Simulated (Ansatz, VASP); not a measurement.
Co in VASP and in Ansatz

```
CELL_PARAMETERS angstrom
0.00000 3.07242 3.07242
3.07242 0.00000 3.07242
3.07242 3.07242 0.00000
ATOMIC_POSITIONS crystal
Co 0.00000 0.00000 0.00000
Co 0.25000 0.25000 0.25000
```

Alike in both runs: task relaxation of cell and atoms; functional r2SCAN; k mesh 6 × 6 × 6; occupations gaussian, width 0.1 eV; collinear spin.

|  | VASP | Ansatz |
| --- | --- | --- |
| version | VASP 6.6.1 | Ansatz 0.2.0 |
| potentials or method | VASP PAW PBE potentials, release 64 (Co), cutoff 600 eV | scalar-relativistic, plane waves, PAW |
| valence electrons in the cell | 18 | 34 |

Ansatz gave:

| Quantity | Value |
| --- | --- |
| gap on the k mesh at the Fermi level, each at its own relaxed structure (eV) | none |
| net moment per atom (μB) | 1.82 |
| size of the moment on the site where the two differ most (μB) | 1.91 |
| relaxed volume (Å³/atom) | 16.01 |
| relaxed cell length with the largest relative difference (Å) | 3.565 |

Q: What did VASP give for the same quantities?

A: gap on the k mesh at the Fermi level, each at its own relaxed structure (eV): none; net moment per atom (μB): 1.82; size of the moment on the site where the two differ most (μB): 1.83; relaxed volume (Å³/atom): 15.95; relaxed cell length with the largest relative difference (Å): 3.560.

VASP's potentials were made for PBE, not for r2SCAN. Site moments also hang on the region over which each program counts them. A gap of «none» marks a metal or a gap that the smearing closes. VASP's potentials hold 18 valence electrons a cell and Ansatz's 34, so a difference there can come from the potentials and not from the codes.

Noted on VASP's run: the volume moved by over 15 % at a fixed basis, so the end points are rough.
